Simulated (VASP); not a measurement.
# SrCl2 (Fm-3m) in VASP: settings compared

Aim: see how the results for SrCl2 move with the level of theory and the settings. Levels: BLYP, RPBE, revPBE, PBE, PBEsol. Tasks: single point.

Program: VASP 6.6.1. These are calculated values, not measurements. Logs are shortened: lines on timing, memory, paths and dates and some standing lists are left out, and cuts for length are marked.

### Step 1. The cell of the first run

The structure is cubic, space group Fm-3m (No. 225). The conventional cell has a = 6.977 Å, b = 6.977 Å, c = 6.977 Å, α = 90.00°, β = 90.00°, γ = 90.00°. Sr (site symmetry m-3m) has 8 Cl at 3.02 Å within 4.0 Å. Cl (site symmetry -43m) has 4 Sr at 3.02 Å and 6 Cl at 3.49 Å within 4.0 Å.

### Step 2. Single point, BLYP

INCAR

```
SYSTEM = SrCl2
PREC     = Accurate       ! precision mode
ENCUT    = 500            ! plane-wave cutoff, eV
EDIFF    = 1E-6           ! SCF threshold, eV
ISMEAR   = 0              ! smearing method
SIGMA    = 0.01           ! smearing width, eV
LREAL    = .False.        ! projectors in reciprocal space
LASPH    = .True.         ! aspherical terms in the spheres
NELM     = 120            ! most SCF steps
ALGO     = Normal         ! electronic algorithm
ISIF     = 2              ! what is computed and relaxed
LWAVE    = .False.        ! write WAVECAR
LCHARG   = .False.        ! write CHGCAR
GGA      = B5             ! functional
ALDAX    = 1.0          
AGGAX    = 1.0          
AGGAC    = 1.0          
ALDAC    = 0.0          
NBANDS   = 19             ! bands
ISYM     = -1           
GGA_COMPAT= .False.
```

KPOINTS

```
explicit points
63
Reciprocal
  0.10000000   0.10000000   0.10000000 2
  0.10000000   0.10000000   0.30000000 2
  0.10000000   0.10000000   0.50000000 2
  0.10000000   0.10000000   0.70000000 2
  0.10000000   0.10000000   0.90000000 2
  0.10000000   0.30000000   0.10000000 2
  0.10000000   0.30000000   0.30000000 2
  0.10000000   0.30000000   0.50000000 2
  0.10000000   0.30000000   0.70000000 2
  0.10000000   0.30000000   0.90000000 2
  0.10000000   0.50000000   0.10000000 2
  0.10000000   0.50000000   0.30000000 2
  0.10000000   0.50000000   0.50000000 2
  0.10000000   0.50000000   0.70000000 2
  0.10000000   0.50000000   0.90000000 2
  0.10000000   0.70000000   0.10000000 2
  0.10000000   0.70000000   0.30000000 2
  0.10000000   0.70000000   0.50000000 2
  0.10000000   0.70000000   0.70000000 2
  0.10000000   0.70000000   0.90000000 2
  0.10000000   0.90000000   0.10000000 2
  0.10000000   0.90000000   0.30000000 2
  0.10000000   0.90000000   0.50000000 2
  0.10000000   0.90000000   0.70000000 2
  0.10000000   0.90000000   0.90000000 2
  0.30000000   0.10000000   0.10000000 2
  0.30000000   0.10000000   0.30000000 2
  0.30000000   0.10000000   0.50000000 2
  0.30000000   0.10000000   0.70000000 2
  0.30000000   0.10000000   0.90000000 2
  0.30000000   0.30000000   0.10000000 2
  0.30000000   0.30000000   0.30000000 2
  0.30000000   0.30000000   0.50000000 2
  0.30000000   0.30000000   0.70000000 2
  0.30000000   0.30000000   0.90000000 2
  0.30000000   0.50000000   0.10000000 2
  0.30000000   0.50000000   0.30000000 2
  0.30000000   0.50000000   0.50000000 2
  0.30000000   0.50000000   0.70000000 2
  0.30000000   0.50000000   0.90000000 2
  0.30000000   0.70000000   0.10000000 2
  0.30000000   0.70000000   0.30000000 2
  0.30000000   0.70000000   0.50000000 2
  0.30000000   0.70000000   0.70000000 2
  0.30000000   0.70000000   0.90000000 2
  0.30000000   0.90000000   0.10000000 2
  0.30000000   0.90000000   0.30000000 2
  0.30000000   0.90000000   0.50000000 2
  0.30000000   0.90000000   0.70000000 2
  0.30000000   0.90000000   0.90000000 2
  0.50000000   0.10000000   0.10000000 2
  0.50000000   0.10000000   0.30000000 2
  0.50000000   0.10000000   0.50000000 2
  0.50000000   0.10000000   0.70000000 2
  0.50000000   0.10000000   0.90000000 2
  0.50000000   0.30000000   0.10000000 2
  0.50000000   0.30000000   0.30000000 2
  0.50000000   0.30000000   0.50000000 2
  0.50000000   0.30000000   0.70000000 2
  0.50000000   0.30000000   0.90000000 2
  0.50000000   0.50000000   0.10000000 2
  0.50000000   0.50000000   0.30000000 2
  0.50000000   0.50000000   0.50000000 1
```

POSCAR

```
SrCl2
1.0
    0.0000000000      3.4883500000      3.4883500000
    3.4883500000      0.0000000000      3.4883500000
    3.4883500000      3.4883500000      0.0000000000
Sr Cl
1 2
Direct
    0.0000000000      0.0000000000      0.0000000000
    0.2500000000      0.2500000000      0.2500000000
    0.7500000000      0.7500000000      0.7500000000
```

Potentials or basis: VASP PAW PBE potentials, release 64 (Sr_sv, Cl).

On the command line:

```
$ cat potpaw_PBE.64/Sr_sv/POTCAR potpaw_PBE.64/Cl/POTCAR > POTCAR
$ mpirun -np 1 vasp_std > vasp.out
```

OUTCAR:

```text
SYSTEM = SrCl2
   PREC = Accurate
   ENCUT = 500
   EDIFF = 1E-6
   ISMEAR = 0
   LREAL = .False.
   LASPH = .True.
   NELM = 120
   ISIF = 2
   GGA = B5
   ISYM = -1

 ion  position               nearest neighbor table
   1  0.000  0.000  0.000-   3 3.02   3 3.02   3 3.02   2 3.02   3 3.02   2 3.02   2 3.02   2 3.02

   2  0.250  0.250  0.250-   1 3.02   1 3.02   1 3.02   1 3.02
   3  0.750  0.750  0.750-   1 3.02   1 3.02   1 3.02   1 3.02

IMPORTANT INFORMATION: All symmetrisations will be switched off!
NOSYMM: (Re-)initialisation of all symmetry stuff for point group C_1.

----------------------------------------------------------------------------------------

                                     Primitive cell

  volume of cell :      84.8966

  direct lattice vectors                    reciprocal lattice vectors
     0.000000000  3.488350000  3.488350000    -0.143334241  0.143334241  0.143334241
     3.488350000  0.000000000  3.488350000     0.143334241 -0.143334241  0.143334241
     3.488350000  3.488350000  0.000000000     0.143334241  0.143334241 -0.143334241

  length of vectors
     4.933271880  4.933271880  4.933271880     0.248262188  0.248262188  0.248262188

  position of ions in fractional coordinates (direct lattice)
     0.000000000  0.000000000  0.000000000
     0.250000000  0.250000000  0.250000000
     0.750000000  0.750000000  0.750000000

  ion indices of the primitive-cell ions
   primitive index   ion index
                 1           1
                 2           2
                 3           3

----------------------------------------------------------------------------------------

 KPOINTS: explicit points

Read explicit list of k-points.

 Found     63 k-points:

 Following reciprocal coordinates:
            Coordinates               Weight
  0.100000  0.100000  0.100000      0.016000
  0.100000  0.100000  0.300000      0.016000
  0.100000  0.100000  0.500000      0.016000
  0.100000  0.100000  0.700000      0.016000
  0.100000  0.100000  0.900000      0.016000
  0.100000  0.300000  0.100000      0.016000
[... 16 lines left out ...]
  0.100000  0.900000  0.500000      0.016000
  0.100000  0.900000  0.700000      0.016000
 [... further k-points ...]
   k-points           NKPTS =     63   k-points in BZ     NKDIM =     63   number of bands    NBANDS=     19
   number of dos      NEDOS =    301   number of ions     NIONS =      3
   total plane-waves  NPLWV =  46656
   dimension x,y,z NGX =    36 NGY =   36 NGZ =   36
   dimension x,y,z NGXF=    72 NGYF=   72 NGZF=   72
   ions per type =               1   2
   NGX,Y,Z   is equivalent  to a cutoff of  12.13, 12.13, 12.13 a.u.
   NGXF,Y,Z  is equivalent  to a cutoff of  24.26, 24.26, 24.26 a.u.
 SYSTEM =  SrCl2
   PREC   = accura    normal or accurate (medium, high low for compatibility)
   ISTART =      0    job   : 0-new  1-cont  2-samecut
   ICHARG =      2    charge: 1-file 2-atom 10-const
   ISPIN  =      1    spin polarized calculation?
   LNONCOLLINEAR =      F non collinear calculations
   LSORBIT =      F    spin-orbit coupling
   LASPH  =      T    aspherical Exc in radial PAW
   ENCUT  =  500.0 eV  36.75 Ry    6.06 a.u.   8.99  8.99  8.99*2*pi/ulx,y,z
   NELM   =    120;   NELMIN=  2; NELMDL= -5     # of ELM steps
   EDIFF  = 0.1E-05   stopping-criterion for ELM
   LREAL  =      F    real-space projection
   EDIFFG = 0.1E-04   stopping-criterion for IOM
   NSW    =      0    number of steps for IOM
   IBRION =     -1    ionic relax: 0-MD 1-quasi-New 2-CG
   NFREE  =      0    steps in history (QN), initial steepest desc. (CG)
   ISIF   =      2    stress and relaxation
   ISYM   =     -1    0-nonsym 1-usesym 2-fastsym
   POTIM  = 0.5000    time-step for ionic-motion
   TEBEG  =    0.0;   TEEND  =   0.0 temperature during run
   PSTRESS=    0.0 pullay stress
   NELECT =      24.0000    total number of electrons
   NUPDOWN=      -1.0000    fix difference up-down
   EMIN   =  10.00;   EMAX   =-10.00  energy-range for DOS
   EFERMI =   0.00;   METHOD = LEGACY
   ISMEAR =     0;   SIGMA  =   0.01  broadening in eV -4-tet -1-fermi 0-gaus
   EFERMI_NEDOS =   21; number of points for ismear=-14 and -15
   IALGO  =     38    algorithm
   IMIX   =      4    mixing-type and parameters
     AMIX     =   0.40;   BMIX     =  1.00
     AMIX_MAG =   1.60;   BMIX_MAG =  1.00
  volume/ion in A,a.u.               =      28.30       190.97
  Fermi-wavevector in a.u.,A,eV,Ry     =   1.074439  2.030396 15.706833  1.154420
  Thomas-Fermi vector in A             =   2.210267
   LORBIT       =      0    0 simple, 1 ext, 2 COOP (PROOUT), +10 PAW based schemes
   GGA     = B5    functional components
   LHFCALC =     F    Hartree Fock is set to
   AEXX    =    0.0000 exact exchange contribution
   IVDW    =     0    specifies the selected vdW correction
   LEPSILON=     F    determine dielectric tensor
   LRPA    =     F    only Hartree local field effects (RPA)
 non-spin polarized calculation
 Gauss-broadening in eV      SIGMA  =   0.01
  energy-cutoff  :      500.00
  volume of cell :       84.90
 maximum number of plane-waves:      2168
 NGX is ok and might be reduce to    36
   NGX = 17   NGY = 17   NGZ = 17

 number of electron      24.0000003 magnetization

 Free energy of the ion-electron system (eV)
  ---------------------------------------------------
  ext. energy  EPLUGINS =         0.00000000
  ---------------------------------------------------
  free energy    TOTEN  =       -11.92387345 eV

  energy without entropy =      -11.92387345  energy(sigma->0) =      -11.92387345

 E-fermi :   0.4442     XC(G=0):  -7.9293

 val. band max:        0.3798738887   @ k =   0.5000   0.5000   0.1000
 cond. band min:       6.0770716094   @ k =   0.1000   0.1000   0.1000
 fundamental gap:      5.6971977207
 Fermi energy:         0.4441763092

 k-point     1 :       0.1000    0.1000    0.1000
  band No.  band energies     occupation
      1     -32.4292      2.00000
      2     -14.4941      2.00000
      3     -14.4618      2.00000
      4     -14.4618      2.00000
      5     -12.7523      2.00000
      6     -11.9891      2.00000
[... 11 lines left out ...]
     18       9.3384      0.00000
     19      10.0127      0.00000
[... 485 lines left out ...]
 k-point    24 :       0.1000    0.9000    0.7000
  band No.  band energies     occupation
      1     -32.4269      2.00000
      2     -14.6637      2.00000
      3     -14.5084      2.00000
      4     -14.4733      2.00000
      5     -12.3777      2.00000
      6     -12.1242      2.00000
[... 11 lines left out ...]
     18       9.0030      0.00000
     19      10.0858      0.00000

 [... further k-points ...]
[... 5 lines left out ...]
  --------------------------------------------------------------------------------------
  -------------------------------------------------------------------------------------
  Total        1.4097369      1.4097370      1.4097363      0.0000202      0.0000222      0.0000250
  in kB       26.6047082     26.6047094     26.6046974      0.0003811      0.0004185      0.0004720
  external PRESSURE =      26.6047050 kB  Pullay stress =       0.0000000 kB

 VOLUME and BASIS-vectors are now :
 -----------------------------------------------------------------------------
  energy-cutoff  :      500.00
  volume of cell :       84.90
      direct lattice vectors                 reciprocal lattice vectors
     0.000000000  3.488350000  3.488350000    -0.143334241  0.143334241  0.143334241
     3.488350000  0.000000000  3.488350000     0.143334241 -0.143334241  0.143334241
     3.488350000  3.488350000  0.000000000     0.143334241  0.143334241 -0.143334241

 POSITION                                       TOTAL-FORCE (eV/Angst)
 -----------------------------------------------------------------------------------
      0.00000      0.00000      0.00000         0.000001     -0.000000     -0.000001
      1.74418      1.74418      1.74418        -0.000005     -0.000005     -0.000004
      5.23252      5.23252      5.23252         0.000004      0.000005      0.000005
 -----------------------------------------------------------------------------------
    total drift:                                0.000001      0.000001     -0.000001

  FREE ENERGIE OF THE ION-ELECTRON SYSTEM (eV)
  ---------------------------------------------------
  free  energy   TOTEN  =       -11.9238734487 eV

  energy  without entropy=      -11.9238734487  energy(sigma->0) =      -11.92387345
```

It took 40 s on 1 thread of Intel Xeon 6975P-C (Granite Rapids), shared host; peak memory 0.24 GiB.

What came out:

```yaml
Free_energy: -11.9239 eV
Pressure: 2.7 GPa
Band_gap_on_the_k_mesh: 5.70 eV (least direct gap 5.71 eV)
```

Caveat: the PAW data sets were made with another functional, which shifts forces and pressure a little; a shifted mesh leaves out Γ, where band edges can lie. A k mesh can miss the band edges.

### Step 3. Single point, RPBE

INCAR

```
PREC = Accurate
ENCUT = 500
EDIFF = 1E-6
ISMEAR = 0
SIGMA = 0.01
LREAL = F
LASPH = T
NELM = 120
ALGO = Normal
ISIF = 2
LWAVE = F
LCHARG = F
GGA = RP
ISYM = -1
NBANDS = 19
GGA_COMPAT = F
```

KPOINTS is that of step 2.

POSCAR is that of step 2.

Potentials or basis: VASP PAW PBE potentials, release 64 (Sr_sv, Cl).

On the command line:

```
$ cat potpaw_PBE.64/Sr_sv/POTCAR potpaw_PBE.64/Cl/POTCAR > POTCAR
$ mpirun -np 1 vasp_std > vasp.out
```

Run time: 36 s. Hardware: 1 thread of Intel Xeon 6975P-C (Granite Rapids), shared host; peak memory 0.25 GiB.

It converged, with:

* Free energy: -12.0812 eV
* Pressure: 3.0 GPa
* Band gap on the k mesh: 5.94 eV

Levels at points of the mesh, in eV from the valence-band top:
| k point | band 8 | band 9 | band 10 | band 11 | band 12 | band 13 | band 14 | band 15 | band 16 | band 17 |
| --- | --- | --- | --- | --- | --- | --- | --- | --- | --- | --- |
| (0.50, 0.50, 0.50) | -1.45 | -1.37 | -1.20 | -0.95 | -0.95 | 6.96 | 6.96 | 7.69 | 8.28 | 8.77 |

Caveat: the cell stands under pressure; the PAW data sets were made with another functional, which shifts forces and pressure a little; a shifted mesh leaves out Γ, where band edges can lie. A k mesh can miss the band edges.

### Step 4. Single point, revPBE

INCAR

```
ALGO = Normal ; EDIFF = 1E-6
ENCUT = 500 ; GGA = RE
GGA_COMPAT = False ; ISIF = 2
ISMEAR = 0 ; ISYM = -1
LASPH = True ; LCHARG = False
LREAL = False ; LWAVE = False
NBANDS = 19 ; NELM = 120
PREC = Accurate ; SIGMA = 0.01
```

KPOINTS is that of step 3.

POSCAR is that of step 3.

On the command line:

```
$ cat potpaw_PBE.64/Sr_sv/POTCAR potpaw_PBE.64/Cl/POTCAR > POTCAR
$ mpirun -np 1 vasp_std > vasp.out
```

It took 40 s on 1 thread of Intel Xeon 6975P-C (Granite Rapids), shared host; peak memory 0.25 GiB.

The run converged. Its results:

| Item | Value |
| --- | --- |
| Free energy | -12.1035 eV |
| Pressure | 2.6 GPa |
| Band gap on the k mesh | 5.91 eV |

Levels at points of the mesh, in eV from the valence-band top:
```
           k point  band 10  band 11  band 12  band 13  band 14  band 15
(0.50, 0.50, 0.50)    -1.20    -0.95    -0.95     6.93     6.93     7.67
```

Caveat: the PAW data sets were made with another functional, which shifts forces and pressure a little; a shifted mesh leaves out Γ, where band edges can lie.

### Step 5. Single point, PBE

INCAR

```
SYSTEM = SrCl2
  PREC = Accurate
  ENCUT = 500
  EDIFF = 1E-6
  ISMEAR = 0
  SIGMA = 0.01
  LREAL = .FALSE.
  LASPH = .TRUE.
  NELM = 120
  ALGO = Normal
  ISIF = 2
  LWAVE = .FALSE.
  LCHARG = .FALSE.
  GGA = PE
  NBANDS = 19
  ISYM = -1
  GGA_COMPAT = .FALSE.
```

KPOINTS is that of step 4.

POSCAR is that of step 4.

Potentials or basis: VASP PAW PBE potentials, release 64 (Sr_sv, Cl).

On the command line:

```
$ cat potpaw_PBE.64/Sr_sv/POTCAR potpaw_PBE.64/Cl/POTCAR > POTCAR
$ mpirun -np 1 vasp_std > vasp.out
```

OUTCAR:

```text
SYSTEM = SrCl2
   PREC = Accurate
   ENCUT = 500
   EDIFF = 1E-6
   ISMEAR = 0
   LREAL = .FALSE.
   LASPH = .TRUE.
   NELM = 120
   ISIF = 2
   GGA = PE
   ISYM = -1

 ion  position               nearest neighbor table
   1  0.000  0.000  0.000-   3 3.02   3 3.02   3 3.02   2 3.02   3 3.02   2 3.02   2 3.02   2 3.02

   2  0.250  0.250  0.250-   1 3.02   1 3.02   1 3.02   1 3.02
   3  0.750  0.750  0.750-   1 3.02   1 3.02   1 3.02   1 3.02

IMPORTANT INFORMATION: All symmetrisations will be switched off!
NOSYMM: (Re-)initialisation of all symmetry stuff for point group C_1.
[... 660 lines left out ...]
     18       8.7253      0.00000
     19       9.7712      0.00000

 [... further k-points ...]
[... 5 lines left out ...]
  --------------------------------------------------------------------------------------
  -------------------------------------------------------------------------------------
  Total        0.5607145      0.5607142      0.5607144      0.0000011     -0.0000019      0.0000017
  in kB       10.5818649     10.5818599     10.5818639      0.0000214     -0.0000367      0.0000325
  external PRESSURE =      10.5818629 kB  Pullay stress =       0.0000000 kB

 VOLUME and BASIS-vectors are now :
 -----------------------------------------------------------------------------
  energy-cutoff  :      500.00
  volume of cell :       84.90
      direct lattice vectors                 reciprocal lattice vectors
     0.000000000  3.488350000  3.488350000    -0.143334241  0.143334241  0.143334241
     3.488350000  0.000000000  3.488350000     0.143334241 -0.143334241  0.143334241
     3.488350000  3.488350000  0.000000000     0.143334241  0.143334241 -0.143334241

 POSITION                                       TOTAL-FORCE (eV/Angst)
 -----------------------------------------------------------------------------------
      0.00000      0.00000      0.00000         0.000002      0.000000     -0.000002
      1.74418      1.74418      1.74418        -0.000012     -0.000014     -0.000011
      5.23252      5.23252      5.23252         0.000011      0.000014      0.000014
 -----------------------------------------------------------------------------------
    total drift:                               -0.000006      0.000001      0.000009

  FREE ENERGIE OF THE ION-ELECTRON SYSTEM (eV)
  ---------------------------------------------------
  free  energy   TOTEN  =       -12.7820148110 eV

  energy  without entropy=      -12.7820148110  energy(sigma->0) =      -12.78201481
```

Wall time 38 s (1 thread of Intel Xeon 6975P-C (Granite Rapids), shared host); peak memory 0.25 GiB.

Results:

- Free energy: -12.7820 eV
- Pressure: 1.1 GPa
- Band gap on the k mesh: 5.65 eV (least direct gap 5.71 eV)

Levels at points of the mesh, in eV from the valence-band top:
```
           k point  band 8  band 9  band 10  band 11  band 12  band 13  band 14  band 15  band 16  band 17
(0.50, 0.50, 0.50)   -1.48   -1.41    -1.23    -0.96    -0.96     6.80     6.80     7.59     7.96     8.70
```

Caveat: a shifted mesh leaves out Γ, where band edges can lie.

### Step 6. Single point, PBEsol

INCAR

```
PREC = Accurate
ENCUT = 500
EDIFF = 1E-6
ISMEAR = 0
SIGMA = 0.01
LREAL = False
LASPH = True
NELM = 120
ALGO = Normal
ISIF = 2
LWAVE = False
LCHARG = False
GGA = PS
NBANDS = 19
ISYM = -1
GGA_COMPAT = False
```

KPOINTS is that of step 5.

POSCAR is that of step 5.

Potentials or basis: VASP PAW PBE potentials, release 64 (Sr_sv, Cl).

On the command line:

```
$ cat potpaw_PBE.64/Sr_sv/POTCAR potpaw_PBE.64/Cl/POTCAR > POTCAR
$ mpirun -np 1 vasp_std > vasp.out
```

Run time: 31 s. Hardware: 1 thread of Intel Xeon 6975P-C (Granite Rapids), shared host; peak memory 0.25 GiB.

Results (log left out):

- Free energy: -13.3367 eV
- Pressure: -1.0 GPa
- Band gap on the k mesh: 5.46 eV (least direct gap 5.57 eV)

Levels at points of the mesh, in eV from the valence-band top:
| k point | band 8 | band 9 | band 10 | band 11 | band 12 | band 13 | band 14 | band 15 | band 16 | band 17 |
| --- | --- | --- | --- | --- | --- | --- | --- | --- | --- | --- |
| (0.50, 0.50, 0.50) | -1.51 | -1.45 | -1.26 | -0.98 | -0.98 | 6.69 | 6.69 | 7.50 | 7.79 | 8.65 |

Caveat: the PAW data sets were made with another functional, which shifts forces and pressure a little; a shifted mesh leaves out Γ, where band edges can lie.

### Step 7. Summary

```tsv
level	gap on the mesh (eV)	pressure (GPa)
BLYP	5.70	2.7
RPBE	5.94	3.0
revPBE	5.91	2.6
PBE	5.65	1.1
PBEsol	5.46	-1.0
```

Alike in all rows: task single point; potentials or basis VASP PAW PBE potentials, release 64 (Sr_sv, Cl); no spin polarisation; cell as given; k mesh 5 × 5 × 5, shifted; cutoff (eV) 500; smearing gaussian 0.01 eV.

On the cell as given the gap runs from 5.46 eV (PBEsol) to 5.94 eV (RPBE). The pressure there spans -1.0 GPa (PBEsol) to 3.0 GPa (RPBE); a positive pressure means that this level wants a larger cell, a negative one a smaller.

Caveats: a shifted mesh leaves out Γ, where band edges can lie; the PAW data sets were made with another functional, which shifts forces and pressure a little (at least some runs); the cell stands under pressure (at least some runs).

Absolute energies hang on the potentials; compare differences alone.
